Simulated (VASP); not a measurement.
# Mo (P1) in VASP: a series of runs

The runs below take Mo through single point, with PBE+D3(BJ).

All numbers are computed with VASP 6.6.1; they aren't measurements. Logs are shortened: lines on timing, memory, paths and dates and some standing lists are left out, and cuts for length are marked.

## 1. The cell of the first run

The typed cell holds 16 atoms: a = 6.006 Å, b = 5.902 Å, c = 6.074 Å, α = 91.25°, β = 90.16°, γ = 92.30°.

## 2. Single point, PBE+D3(BJ)

The input, INCAR:

```
SYSTEM = Mo
ALGO = Normal
EDIFF = 1E-7
ENCUT = 520
GGA = PE
ISIF = 2
ISMEAR = -1
IVDW = 12
LASPH = .True.
LCHARG = .False.
LREAL = Auto
LWAVE = .False.
NBANDS = 126
NELM = 80
PREC = Accurate
SIGMA = 0.17
```

The input, KPOINTS:

```
k-points
0
Gamma
  2 2 2
  0 0 0
```

The input, POSCAR:

```
Mo
1.0
    6.0045150000     -0.1196820000     -0.0091590000
   -0.1196820000      5.9000060000     -0.0656180000
   -0.0091590000     -0.0656180000      6.0741380000
Mo
16
Direct
    0.0046400559      0.0058986970     -0.0267149744
    0.4874816020     -0.0080092116     -0.0273883643
    0.0259981058      0.5252292209     -0.0496197802
    0.0087018500     -0.0305167636      0.4588597182
    0.2349457127      0.2186975049      0.2468502297
    0.5155232956      0.4842653454     -0.0644703493
    0.5111282204     -0.0209144912      0.4454803392
    0.7703145712      0.2329072281      0.2173375412
   -0.0239597575      0.4999355166      0.4585647085
    0.2449112091      0.7211937146      0.2139013685
    0.2327905358      0.2615999338      0.7190152402
    0.5026347362      0.4904959898      0.4339198414
    0.7500771499      0.7294890091      0.2121185864
    0.7359303703      0.2527770304      0.6935349690
    0.2245944746      0.7820890015      0.7292188911
    0.7112207447      0.7418314363      0.6825810619
```

Potentials or basis: VASP PAW PBE potentials, release 64 (Mo_sv).

The run is started by

```
$ cat potpaw_PBE.64/Mo_sv/POTCAR > POTCAR
$ mpirun -np 1 vasp_std > vasp.out
```

OUTCAR:

```text
SYSTEM = Mo
   EDIFF = 1E-7
   ENCUT = 520
   GGA = PE
   ISIF = 2
   ISMEAR = -1
   IVDW = 12
   LASPH = .True.
   LREAL = Auto
   NELM = 80
   PREC = Accurate
 IVDW          = 12

 ion  position               nearest neighbor table
   1  0.005  0.006  0.973-  15 2.40   5 2.45   8 2.46  11 2.55  13 2.65  10 2.71  14 2.81   3 2.85
                            16 2.88   2 2.90   4 2.96   3 3.07   2 3.10   4 3.13
   2  0.487  0.992  0.973-  15 2.44  10 2.60   8 2.61   5 2.64  16 2.67  13 2.70  14 2.72  11 2.74
                             7 2.88   1 2.90   6 2.92   6 3.01   1 3.10   7 3.20
   3  0.026  0.525  0.950-  10 2.33  15 2.34  11 2.45  13 2.61  14 2.78   8 2.81   1 2.85  16 2.85
                             5 2.90   6 2.96   9 3.00   6 3.07   1 3.07   9 3.11
   4  0.009  0.969  0.459-   5 2.37  15 2.41  13 2.53  10 2.54  16 2.60   8 2.62  11 2.64  14 2.76
                             9 2.77   1 2.96   7 2.99   7 3.02   1 3.13   9 3.14
   5  0.235  0.219  0.247-   4 2.37   1 2.45  12 2.48   7 2.54   2 2.64   9 2.64   8 2.80  11 2.87
                             3 2.90  10 2.94   6 2.97  10 2.97   8 3.22  11 3.22
   6  0.516  0.484  0.936-  14 2.42  16 2.45  11 2.46  13 2.57  10 2.75   8 2.78  15 2.84   2 2.92
                             3 2.96   5 2.97   2 3.01  12 3.03  12 3.05   3 3.07
   7  0.511  0.979  0.445-  16 2.39  13 2.52  14 2.53   5 2.54   8 2.55  10 2.56  15 2.69   2 2.88
                            12 2.88  11 2.91   4 2.99   4 3.02  12 3.02   2 3.20
   8  0.770  0.233  0.217-   9 2.43   1 2.46   7 2.55  12 2.60   2 2.61   4 2.62   6 2.78   5 2.80
                             3 2.81  14 2.90  13 2.94  13 2.97  14 3.19   5 3.22
   9  0.976  0.500  0.459-   8 2.43  13 2.48  14 2.49  10 2.54  16 2.56   5 2.64  11 2.67  15 2.71
                             4 2.77  12 2.84   3 3.00   3 3.11   4 3.14  12 3.17
  10  0.245  0.721  0.214-   3 2.33  12 2.50   9 2.54   4 2.54   7 2.56   2 2.60   1 2.71   6 2.75
                             5 2.94  13 2.97   5 2.97  15 2.98  13 3.03  15 3.15
  11  0.233  0.262  0.719-   3 2.45   6 2.46   1 2.55   4 2.64   9 2.67  12 2.72   2 2.74  15 2.83
                             5 2.87   7 2.91  14 2.99  14 3.03  15 3.07   5 3.22
  12  0.503  0.490  0.434-  16 2.41  13 2.44   5 2.48  10 2.50  14 2.58   8 2.60  11 2.72   9 2.84
                             7 2.88  15 3.01   7 3.02   6 3.03   6 3.05   9 3.17
  13  0.750  0.729  0.212-  12 2.44   9 2.48   7 2.52   4 2.53   6 2.57   3 2.61   1 2.65   2 2.70
                            16 2.87   8 2.94   8 2.97  10 2.97  10 3.03  16 3.23
  14  0.736  0.253  0.694-   6 2.42   9 2.49   7 2.53  12 2.58   2 2.72   4 2.76   3 2.78   1 2.81
                            16 2.90   8 2.90  11 2.99  16 3.01  11 3.03   8 3.19
  15  0.225  0.782  0.729-   3 2.34   1 2.40   4 2.41   2 2.44   7 2.69   9 2.71  11 2.83   6 2.84
                            16 2.96  10 2.98  12 3.01  11 3.07  16 3.09  10 3.15
  16  0.711  0.742  0.683-   7 2.39  12 2.41   6 2.45   9 2.56   4 2.60   2 2.67   3 2.85  13 2.87
                             1 2.88  14 2.90  15 2.96  14 3.01  15 3.09  13 3.23

  LATTYP: Found a triclinic cell.
 ALAT       =     8.5613952591
 B/A-ratio  =     0.6893250901
 C/A-ratio  =     1.5847335419
 COS(alpha) =     0.0018120479
 COS(beta)  =     0.6374730471
 COS(gamma) =     0.7048542504

  Lattice vectors:

 A1 = (  -0.1105230000,   5.9656240000,  -6.1397560000)
 A2 = (  -0.1196820000,   5.9000060000,  -0.0656180000)
 A3 = (   6.0228330000,   0.0115540000, -12.1574350000)

Analysis of symmetry for initial positions (statically):
=====================================================================
 Subroutine PRICEL returns:
 Original cell was already a primitive cell.

 Routine SETGRP: Setting up the symmetry group for a
 triclinic supercell.

 Subroutine GETGRP returns: Found  1 space group operations
 (whereof  1 operations were pure point group operations)
 out of a pool of  2 trial point group operations.

The static configuration has the point symmetry C_1 .

Analysis of symmetry for dynamics (positions and initial velocities):
=====================================================================
 Subroutine PRICEL returns:
 Original cell was already a primitive cell.

 Routine SETGRP: Setting up the symmetry group for a
 triclinic supercell.

 Subroutine GETGRP returns: Found  1 space group operations
 (whereof  1 operations were pure point group operations)
 out of a pool of  2 trial point group operations.

The dynamic configuration has the point symmetry C_1 .

 Subroutine INISYM returns: Found  1 space group operations
 (whereof  1 operations are pure point group operations),
 and found     1 'primitive' translations

----------------------------------------------------------------------------------------

                                     Primitive cell

  volume of cell :     215.0730

  direct lattice vectors                    reciprocal lattice vectors
     6.004515000 -0.119682000 -0.009159000     0.166609211  0.003382879  0.000287769
[... 61 lines left out ...]
  Shift w.r.t. Gamma in fractional coordinates (k-lattice)
     0.000000000  0.000000000  0.000000000

 Subroutine IBZKPT returns following result:
 ===========================================

 Found      8 irreducible k-points:

 Following reciprocal coordinates:
            Coordinates               Weight
  0.000000  0.000000  0.000000      1.000000
  0.500000  0.000000 -0.000000      1.000000
  0.000000  0.500000  0.000000      1.000000
  0.500000  0.500000  0.000000      1.000000
 -0.000000  0.000000  0.500000      1.000000
  0.500000  0.000000  0.500000      1.000000
 -0.000000  0.500000  0.500000      1.000000
  0.500000  0.500000  0.500000      1.000000
   k-points           NKPTS =      8   k-points in BZ     NKDIM =      8   number of bands    NBANDS=    126
   number of dos      NEDOS =    301   number of ions     NIONS =     16
   total plane-waves  NPLWV = 110592
   dimension x,y,z NGX =    48 NGY =   48 NGZ =   48
   dimension x,y,z NGXF=    96 NGYF=   96 NGZF=   96
   ions per type =              16
   NGX,Y,Z   is equivalent  to a cutoff of  13.29, 13.52, 13.14 a.u.
   NGXF,Y,Z  is equivalent  to a cutoff of  26.57, 27.04, 26.27 a.u.
 SYSTEM =  Mo
   PREC   = accura    normal or accurate (medium, high low for compatibility)
   ISTART =      0    job   : 0-new  1-cont  2-samecut
   ICHARG =      2    charge: 1-file 2-atom 10-const
   ISPIN  =      1    spin polarized calculation?
   LNONCOLLINEAR =      F non collinear calculations
   LSORBIT =      F    spin-orbit coupling
   LASPH  =      T    aspherical Exc in radial PAW
   ENCUT  =  520.0 eV  38.22 Ry    6.18 a.u.  11.17 10.97 11.29*2*pi/ulx,y,z
   NELM   =     80;   NELMIN=  2; NELMDL= -5     # of ELM steps
   EDIFF  = 0.1E-06   stopping-criterion for ELM
   LREAL  =      T    real-space projection
   EDIFFG = 0.1E-05   stopping-criterion for IOM
   NSW    =      0    number of steps for IOM
   IBRION =     -1    ionic relax: 0-MD 1-quasi-New 2-CG
   NFREE  =      0    steps in history (QN), initial steepest desc. (CG)
   ISIF   =      2    stress and relaxation
   ISYM   =      2    0-nonsym 1-usesym 2-fastsym
   POTIM  = 0.5000    time-step for ionic-motion
   TEBEG  =    0.0;   TEEND  =   0.0 temperature during run
   PSTRESS=    0.0 pullay stress
   NELECT =     224.0000    total number of electrons
   NUPDOWN=      -1.0000    fix difference up-down
   EMIN   =  10.00;   EMAX   =-10.00  energy-range for DOS
   EFERMI =   0.00;   METHOD = LEGACY
   ISMEAR =    -1;   SIGMA  =   0.17  broadening in eV -4-tet -1-fermi 0-gaus
   EFERMI_NEDOS =   21; number of points for ismear=-14 and -15
   IALGO  =     38    algorithm
   IMIX   =      4    mixing-type and parameters
     AMIX     =   0.40;   BMIX     =  1.00
     AMIX_MAG =   1.60;   BMIX_MAG =  1.00
  volume/ion in A,a.u.               =      13.44        90.71
  Fermi-wavevector in a.u.,A,eV,Ry     =   1.659442  3.135892 37.467033  2.753749
  Thomas-Fermi vector in A             =   2.746850
   LORBIT       =      0    0 simple, 1 ext, 2 COOP (PROOUT), +10 PAW based schemes
   GGA     = PE    functional components
   LHFCALC =     F    Hartree Fock is set to
   AEXX    =    0.0000 exact exchange contribution
   IVDW    =    12    specifies the selected vdW correction
   LEPSILON=     F    determine dielectric tensor
   LRPA    =     F    only Hartree local field effects (RPA)
 non-spin polarized calculation
  energy-cutoff  :      520.00
  volume of cell :      215.07
 maximum number of plane-waves:      5810
 NGX is ok and might be reduce to    48
   NGX = 23   NGY = 21   NGZ = 23

 number of electron     223.9999997 magnetization

 Free energy of the ion-electron system (eV)
  ---------------------------------------------------
  ext. energy  EPLUGINS =         0.00000000
  ---------------------------------------------------
  free energy    TOTEN  =      -165.14703599 eV

  energy without entropy =     -164.23755981  energy(sigma->0) =     -164.69229790

 E-fermi :  15.0341     XC(G=0): -14.2217

 val. band max:       15.0202856812   @ k =   0.5000   0.5000   0.0000
 cond. band min:      15.0549261798   @ k =   0.5000   0.0000  -0.0000
 fundamental gap:      0.0346404986
 Fermi energy:        15.0341445324

 k-point     1 :       0.0000    0.0000    0.0000
  band No.  band energies     occupation
      1     -46.2528      2.00000
      2     -45.9302      2.00000
      3     -45.8425      2.00000
      4     -45.8061      2.00000
      5     -45.7803      2.00000
      6     -45.7398      2.00000
[... 1005 lines left out ...]
    123      17.0787      0.00001
    124      17.1412      0.00001
 [bands above 124 left out]

------------------------ aborting loop because EDIFF is reached ----------------------------------------

 Edisp (eV)  -13.37143

 E8    (eV) :    -6.3187

  FORCE on cell =-STRESS in cart. coord.  units (eV):
  Direction    XX          YY          ZZ          XY          YZ          ZX
  --------------------------------------------------------------------------------------
  -------------------------------------------------------------------------------------
  Total      72.56346    80.36558    69.26542     8.98304     4.61033     1.93094
  in kB     540.55842   598.67997   515.98983    66.91880    34.34446    14.38448
  external pressure =      551.74 kB  Pullay stress =        0.00 kB

 VOLUME and BASIS-vectors are now :
 -----------------------------------------------------------------------------
  energy-cutoff  :      520.00
  volume of cell :      215.07
      direct lattice vectors                 reciprocal lattice vectors
     6.004515000 -0.119682000 -0.009159000     0.166609211  0.003382879  0.000287769
    -0.119682000  5.900006000 -0.065618000     0.003382879  0.169580406  0.001837053
    -0.009159000 -0.065618000  6.074138000     0.000287769  0.001837053  0.164652693

 POSITION                                       TOTAL-FORCE (eV/Angst)
 -----------------------------------------------------------------------------------
      0.01824     -0.02962      5.91144        -2.743522     -0.066861     -1.505402
      2.79946      5.73059      5.83822         2.140811      0.805668     -0.970593
      0.08454      3.03338      5.73804        -4.120927     -3.877478      0.548713
     -0.06798      5.68881      2.72348        -2.191866      2.709599      1.352907
      1.38230      1.24600      1.48290         2.120230      2.810395     -3.195529
      3.02894      2.73408      5.64604        -1.470390      0.409894      2.431028
[... 8 lines left out ...]
      1.24830      4.53960      4.37600         2.857356     -3.152387     -2.295536
      4.17550      4.24690      4.09090         2.944402      1.199921      3.789107
 -----------------------------------------------------------------------------------
    total drift:                               -0.000469     -0.000142     -0.000416

  FREE ENERGIE OF THE ION-ELECTRON SYSTEM (eV)
  ---------------------------------------------------
  free  energy   TOTEN  =      -178.5184678556 eV

  energy  without entropy=     -177.6089916735  energy(sigma->0) =     -178.06372976
```

Run time: 8.5 min. Hardware: 1 thread of Intel Xeon Platinum 8488C (Sapphire Rapids), shared host; peak memory 0.39 GiB.

What came out:

```
Free energy                : -178.5185 eV
Pressure                   : 55.2 GPa
Largest force              : 5.685 eV/Å
Band gap on the k mesh     : zero (bands 112 and 113 overlap by 0.25 eV)
Dispersion energy per atom : -0.836 eV
```

Forces on the atoms (eV/Å):
```
Mo  -2.744 -0.067 -1.505
Mo   2.141  0.806 -0.971
Mo  -4.121 -3.877  0.549
Mo  -2.192  2.710  1.353
Mo   2.120  2.810 -3.196
Mo  -1.470  0.410  2.431
Mo  -2.066  1.850  1.330
Mo  -2.321  0.417 -2.209
Mo   3.636 -1.251  0.890
Mo   1.683  1.012  0.146
Mo   1.178 -0.539 -1.250
Mo  -2.544 -1.504  2.055
Mo  -0.258  1.180 -3.129
Mo   1.155 -2.003  2.012
Mo   2.857 -3.152 -2.296
Mo   2.944  1.200  3.789
```

Caveat: the k points lie up to 0.53 Å⁻¹ apart; the atoms stand as in a frame of molecular dynamics; forces of over 1 eV/Å act on the atoms, so gaps and moduli don't describe the material at rest.

## 3. Single point, PBE+D3(BJ)

This run uses another cell than the first one, of 14.61 Å³/atom.

The input, INCAR:

```
SYSTEM = Mo
ALGO = Normal ; EDIFF = 1E-7
ENCUT = 520 ; GGA = PE
ISIF = 2 ; ISMEAR = -1
IVDW = 12 ; LASPH = .True.
LCHARG = .True. ; LELF = .True.
LREAL = Auto ; LVHAR = .True.
LWAVE = .False. ; NBANDS = 126
NELM = 60 ; PREC = Accurate
SIGMA = 0.17
```

KPOINTS is that of step 2.

The input, POSCAR:

```
Mo
1.0
    6.1630990000     -0.0461630000      0.0353030000
   -0.0461630000      6.2384020000     -0.0201540000
    0.0353030000     -0.0201540000      6.0790530000
Mo
16
Direct
   -0.0056012443     -0.0532198732     -0.0321719275
    0.5273570231      0.0175627707     -0.0437014326
   -0.0233215014      0.4874624848     -0.0216567222
   -0.0272371478     -0.0233993595      0.4556285267
    0.2417431320      0.2400331264      0.2264338491
    0.5032089671      0.5158268893      0.0052526584
    0.4880607166     -0.0172296912      0.4854576437
    0.7349712629      0.2529786314      0.2458033909
    0.0092408128      0.5002491685      0.4628773254
    0.2564186322      0.7286169616      0.2068302743
    0.2235215675      0.2679249594      0.7048316206
    0.4803978433      0.4786458226      0.4916369610
    0.7350467499      0.7490227619      0.2467566000
    0.7707342573      0.2321929170      0.7111914281
    0.2299193627      0.7618644714      0.7096891199
    0.7397836434      0.7588789627      0.7413618313
```

Potentials or basis: VASP PAW PBE potentials, release 64 (Mo_sv).

The run is started by

```
$ cat potpaw_PBE.64/Mo_sv/POTCAR > POTCAR
$ mpirun -np 1 vasp_std > vasp.out
```

It took 9.2 min on 1 thread of Intel Xeon Platinum 8488C (Sapphire Rapids), shared host; peak memory 0.4 GiB.

It converged, with:

| Item | Value |
| --- | --- |
| Free energy | -182.9121 eV |
| Pressure | 21.9 GPa |
| Largest force | 5.162 eV/Å |
| Band gap on the k mesh | zero (bands 112 and 113 overlap by 0.08 eV) |
| Dispersion energy per atom | -0.766 eV |

Forces in eV/Å, atoms in the order of the input:
```
Mo   1.113  4.830  1.445
Mo  -3.534 -0.308  2.007
Mo   1.386 -0.567 -0.231
Mo   2.825  1.472  0.838
Mo  -0.161 -0.815 -1.733
Mo  -0.538 -2.583 -3.456
Mo  -0.706  1.297 -1.593
Mo   0.760 -0.695 -2.036
Mo  -2.212 -0.176  0.827
Mo  -1.163  2.198  1.409
Mo   1.508 -2.200  2.917
Mo   1.932  1.689  0.012
Mo  -0.079 -1.032 -1.174
Mo  -2.159  2.017  1.556
Mo   1.559 -1.792  1.023
Mo  -0.532 -3.334 -1.811
```

Stress tensor (GPa, compression positive):
```
23.10  1.87 -2.01
 1.87 17.34  2.18
-2.01  2.18 25.27
```

Levels at points of the mesh, in eV from the Fermi level:
```csv
k point,band 108,band 109,band 110,band 111,band 112,band 113,band 114,band 115,band 116,band 117
"(0.00, 0.00, 0.00)",-0.37,-0.29,-0.19,-0.06,0.01,0.74,0.90,1.09,1.36,1.42
"(0.50, 0.00, 0.00)",-0.39,-0.26,-0.19,-0.16,-0.11,-0.07,0.16,0.49,0.63,0.72
"(0.00, 0.50, 0.00)",-0.54,-0.41,-0.28,-0.09,-0.07,0.08,0.20,0.48,0.70,0.77
"(0.50, 0.50, 0.00)",-0.90,-0.79,-0.76,-0.51,-0.29,0.02,0.17,0.28,0.36,0.59
"(0.00, 0.00, 0.50)",-0.57,-0.41,-0.31,-0.23,-0.17,-0.05,0.10,0.55,0.66,0.70
"(0.50, 0.00, 0.50)",-1.08,-0.91,-0.77,-0.75,-0.45,0.21,0.34,0.43,0.48,0.81
"(0.00, 0.50, 0.50)",-1.00,-0.74,-0.65,-0.57,-0.19,0.04,0.25,0.33,0.45,0.72
"(0.50, 0.50, 0.50)",-2.14,-2.08,-1.99,-1.88,-1.68,0.90,1.24,1.27,1.34,1.40
```

Caveat: the k points lie up to 0.52 Å⁻¹ apart; the atoms stand as in a frame of molecular dynamics; forces of over 1 eV/Å act on the atoms, so gaps and moduli don't describe the material at rest.

[end of part 1 of 2]
